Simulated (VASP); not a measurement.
# AgBr (Fm-3m) in VASP: notebook, part 2 of 2

VASP 6.6.1. The steps go on from the part before.

## (5) Single point, r2SCAN

This run uses another cell than the first one, of 21.58 Å³/atom, 1.086 times its volume.

The input, POSCAR:

```
AgBr
1.0
    2.7843025787      2.7843025787      0.0000000000
   -2.7843025787      2.7843025787      0.0000000000
    0.0000000000      2.7843025787      2.7843025787
Ag Br
1 1
Direct
    0.0000000000      0.0000000000      0.0000000000
    0.5000000000      0.5000000000      0.0000000000
```

The input, INCAR.step1:

```
PREC = Accurate
ENCUT = 550
ISMEAR = 0
SIGMA = 0.01
LREAL = F
LASPH = T
NELM = 120
NBANDS = 16
GGA = PE
ALGO = Normal
EDIFF = 1E-5
LWAVE = T
LCHARG = F
GGA_COMPAT = F
```

The input, INCAR.step2:

```
PREC = Accurate
ENCUT = 550
EDIFF = 1E-6
ISMEAR = 0
SIGMA = 0.01
LREAL = F
LASPH = T
NELM = 120
ALGO = Normal
ISIF = 2
LWAVE = F
LCHARG = F
METAGGA = R2SCAN
LMIXTAU = T
NBANDS = 16
ISTART = 1
GGA_COMPAT = F
```

The input, KPOINTS:

```
regular mesh
0
Gamma
  8 8 8
```

Run with:

```console
cat potpaw_PBE.64/Ag/POTCAR potpaw_PBE.64/Br/POTCAR > POTCAR
cp INCAR.step1 INCAR
mpirun -np 1 vasp_std > vasp.out
cp INCAR.step2 INCAR
mpirun -np 1 vasp_std > vasp.out
```

Run time: 46 s. Hardware: 1 thread of AMD EPYC 9R45 (Zen 5), shared host; peak memory 0.15 GiB.

Results (log left out):

```yaml
Free_energy: -35.4126 eV
Pressure: 7.0 GPa
Band_gap_on_the_k_mesh: 1.27 eV, indirect (least direct gap 3.67 eV)
```

Levels at points of the mesh, in eV from the valence-band top:
| k point | band 6 | band 7 | band 8 | band 9 | band 10 | band 11 | band 12 | band 13 |
| --- | --- | --- | --- | --- | --- | --- | --- | --- |
| (0.00, 0.00, 0.00) | -3.22 | -2.39 | -2.39 | -2.39 | 1.27 | 10.39 | 10.39 | 10.39 |
| (0.50, 0.00, 0.00) | -2.84 | -2.44 | 0.00 | 0.00 | 3.98 | 7.16 | 7.16 | 7.83 |
| (0.50, 0.50, 0.00) | -3.02 | -2.72 | -2.72 | -2.51 | 1.92 | 7.26 | 10.14 | 12.38 |

Caveat: the PAW data sets were made with another functional, which shifts forces and pressure a little.

## (6) Single point, r2SCAN

This run uses another cell than the first one, of 22.51 Å³/atom, 1.133 times its volume.

The input, POSCAR:

```
AgBr
1.0
    2.8235851707      2.8235851707      0.0000000000
   -2.8235851707      2.8235851707      0.0000000000
    0.0000000000      2.8235851707      2.8235851707
Ag Br
1 1
Direct
    0.0000000000      0.0000000000      0.0000000000
    0.5000000000      0.5000000000      0.0000000000
```

INCAR.step1 is that of step 5.

Edit INCAR.step2 of step 5 so:

```diff
@@ -11,5 +11,7 @@
 LWAVE = F
-LCHARG = F
+LCHARG = T
 METAGGA = R2SCAN
 LMIXTAU = T
+LELF = T
+LVHAR = T
 NBANDS = 16
```

KPOINTS is that of step 5.

Potentials or basis: VASP PAW PBE potentials, release 64 (Ag, Br).

Run with:

```console
cat potpaw_PBE.64/Ag/POTCAR potpaw_PBE.64/Br/POTCAR > POTCAR
cp INCAR.step1 INCAR
mpirun -np 1 vasp_std > vasp.out
cp INCAR.step2 INCAR
mpirun -np 1 vasp_std > vasp.out
```

OUTCAR:

```text
PREC = Accurate
   ENCUT = 550
   EDIFF = 1E-6
   ISMEAR = 0
   LREAL = F
   LASPH = T
   NELM = 120
   ISIF = 2
   METAGGA = R2SCAN
   ISTART = 1

 ion  position               nearest neighbor table
   1  0.000  0.000  0.000-   2 2.82   2 2.82   2 2.82   2 2.82   2 2.82   2 2.82
   2  0.500  0.500  0.000-   1 2.82   1 2.82   1 2.82   1 2.82   1 2.82   1 2.82

  LATTYP: Found a face centered cubic cell.
 ALAT       =     5.6471703414

  Lattice vectors:
[... 191 lines left out ...]
      4       0.9432      2.00000
      5       0.9494      2.00000
      6       0.9494      2.00000
[... 433 lines left out ...]
      3      -0.5647      2.00000
      4      -0.5243      2.00000
      5       1.2344      2.00000
      6       1.2921      2.00000
[... 8 lines left out ...]
     15      17.4730      0.00000
     16      19.1776      0.00000

 [... further k-points ...]
[... 5 lines left out ...]
  --------------------------------------------------------------------------------------
  -------------------------------------------------------------------------------------
  Total        1.1034121      1.1034121      1.1034121     -0.0000000     -0.0000000      0.0000000
  in kB       39.2659097     39.2659097     39.2659097     -0.0000000     -0.0000000      0.0000000
  external PRESSURE =      39.2659097 kB  Pullay stress =       0.0000000 kB

 VOLUME and BASIS-vectors are now :
 -----------------------------------------------------------------------------
  energy-cutoff  :      550.00
  volume of cell :       45.02
      direct lattice vectors                 reciprocal lattice vectors
     2.823585171  2.823585171  0.000000000     0.177079836  0.177079836 -0.177079836
    -2.823585171  2.823585171  0.000000000    -0.177079836  0.177079836 -0.177079836
     0.000000000  2.823585171  2.823585171     0.000000000  0.000000000  0.354159673

 POSITION                                       TOTAL-FORCE (eV/Angst)
 -----------------------------------------------------------------------------------
      0.00000      0.00000      0.00000        -0.000000      0.000000      0.000000
      0.00000      2.82359      0.00000         0.000000     -0.000000      0.000000
 -----------------------------------------------------------------------------------
    total drift:                                0.000000     -0.000000     -0.000000

  FREE ENERGIE OF THE ION-ELECTRON SYSTEM (eV)
  ---------------------------------------------------
  free  energy   TOTEN  =       -35.4755130902 eV

  energy  without entropy=      -35.4755130902  energy(sigma->0) =      -35.47551309
```

OUTCAR.step1:

```text
PREC = Accurate
   ENCUT = 550
   ISMEAR = 0
   LREAL = F
   LASPH = T
[... 676 lines left out ...]
 -----------------------------------------------------------------------------------
      0.00000      0.00000      0.00000        -0.000000     -0.000000      0.000000
      0.00000      2.82359      0.00000         0.000000      0.000000      0.000000
 -----------------------------------------------------------------------------------
    total drift:                                0.000000     -0.000000     -0.000000

  FREE ENERGIE OF THE ION-ELECTRON SYSTEM (eV)
  ---------------------------------------------------
  free  energy   TOTEN  =        -4.9315134783 eV

  energy  without entropy=       -4.9315134783  energy(sigma->0) =       -4.93151348
```

OSZICAR.step1:

```text
N       E                     dE             d eps       ncg     rms          rms(c)
DAV:   1     0.105438386091E+03    0.10544E+03   -0.87740E+03   928   0.105E+03
DAV:   2    -0.116743579383E+01   -0.10661E+03   -0.99089E+02  1112   0.227E+02
DAV:   3    -0.502458848274E+01   -0.38572E+01   -0.38479E+01  1152   0.443E+01
DAV:   4    -0.504594504217E+01   -0.21357E-01   -0.21356E-01  1144   0.349E+00
DAV:   5    -0.504614694991E+01   -0.20191E-03   -0.20191E-03  1192   0.334E-01    0.690E+00
DAV:   6    -0.493582930765E+01    0.11032E+00   -0.17980E-01  1144   0.608E+00    0.448E+00
DAV:   7    -0.493152974808E+01    0.42996E-02   -0.59460E-02  1048   0.163E+00    0.167E+00
DAV:   8    -0.493150120507E+01    0.28543E-04   -0.37647E-03  1120   0.624E-01    0.246E-01
DAV:   9    -0.493149032005E+01    0.10885E-04   -0.53420E-04  1104   0.223E-01    0.318E-02
DAV:  10    -0.493150642487E+01   -0.16105E-04   -0.25611E-05  1216   0.683E-02    0.168E-02
DAV:  11    -0.493151347834E+01   -0.70535E-05   -0.11860E-05   888   0.281E-02
   1 F= -.49315135E+01 E0= -.49315135E+01  d E =-.109840E-87
```

It took 48 s on 1 thread of AMD EPYC 9R45 (Zen 5), shared host; peak memory 0.16 GiB.

Results:

```
Free energy            : -35.4755 eV
Pressure               : 3.9 GPa
Band gap on the k mesh : 1.26 eV, indirect (least direct gap 3.48 eV)
```

Levels at points of the mesh, in eV from the valence-band top:
```csv
k point,band 7,band 8,band 9,band 10,band 11,band 12
"(0.00, 0.00, 0.00)",-2.22,-2.22,-2.22,1.26,10.40,10.40
"(0.50, 0.00, 0.00)",-2.29,0.00,0.00,4.10,7.26,7.26
"(0.50, 0.50, 0.00)",-2.55,-2.55,-2.38,2.03,7.33,9.94
```

Caveat: the PAW data sets were made with another functional, which shifts forces and pressure a little. A k mesh can miss the band edges.

## (7) Overview

```csv
cell,gap on the mesh (eV),pressure (GPa)
"a = 3.831 Å, angles 60.0, 60.0, 90.0°, 2 atoms",1.34,15.0
"a = 3.892 Å, angles 60.0, 60.0, 90.0°, 2 atoms",1.30,10.0
"a = 3.938 Å, angles 60.0, 60.0, 90.0°, 2 atoms",1.27,7.0
"a = 3.993 Å, angles 60.0, 60.0, 90.0°, 2 atoms",1.26,3.9
```

Alike in all rows: task single point; level r2SCAN; potentials or basis VASP PAW PBE potentials, release 64 (Ag, Br); no spin polarisation; k mesh 8 × 8 × 8; cutoff (eV) 550; smearing gaussian 0.01 eV.

Caveats: the PAW data sets were made with another functional, which shifts forces and pressure a little.

Absolute energies hang on the potentials; compare differences alone.
